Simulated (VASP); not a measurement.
Wanted: the native input for a VASP 6.6.1 run.

| Property | Result |
| --- | --- |
| Task | single point |
| Functional | PBE |
| Potentials or basis | VASP PAW PBE potentials, release 64 (B, Pt) |
| Cutoff | 520 eV |
| k mesh | 6 × 6 × 6 |
| Occupations | gaussian, width 0.1 eV |
| Spin | no spin polarisation |
| Dipole correction | no |
| Further INCAR settings | ALGO = Normal; EDIFF = 1e-07; NBANDS = 15 |

The structure of B2Pt lies in POSCAR:

```
B2Pt
1.0
    3.0536379172      0.0000000000      0.0000000000
   -1.5268189586      2.6445280103      0.0000000000
    0.0000000000      0.0000000000      3.6421041058
B Pt
2 1
Direct
    0.3333333333      0.6666666667      0.5000000000
    0.6666666667      0.3333333333      0.5000000000
    0.0000000000      0.0000000000      0.0000000000
```

The input as run:

INCAR

```
ALGO = Normal
EDIFF = 1E-7
ENCUT = 520
GGA = PE
ISIF = 2
ISMEAR = 0
LASPH = T
LCHARG = F
LREAL = F
LWAVE = F
NBANDS = 15
NELM = 80
PREC = Accurate
SIGMA = 0.1
```

KPOINTS

```
k-points
0
Gamma
  6 6 6
```

Potentials or basis: VASP PAW PBE potentials, release 64 (B, Pt).

Command:

```console
$ cat potpaw_PBE.64/B/POTCAR potpaw_PBE.64/Pt/POTCAR > POTCAR
$ mpirun -np 1 vasp_std > vasp.out
```

Results of the run:

```json
{
  "Pressure": "0.0 GPa",
  "Band gap on the k mesh": "zero (bands 8 and 9 overlap by 1.45 eV)"
}
```

Caveat: the k points lie up to 0.40 Å⁻¹ apart, too coarse for converged energies and pressures of a metal; spin-orbit coupling is left out, which moves the levels of the heavy elements.

Wall time 10 s on 1 thread of AMD EPYC 7R43 64-Core Processor (Zen 3), with other jobs on the host, peak memory 0.11 GiB.
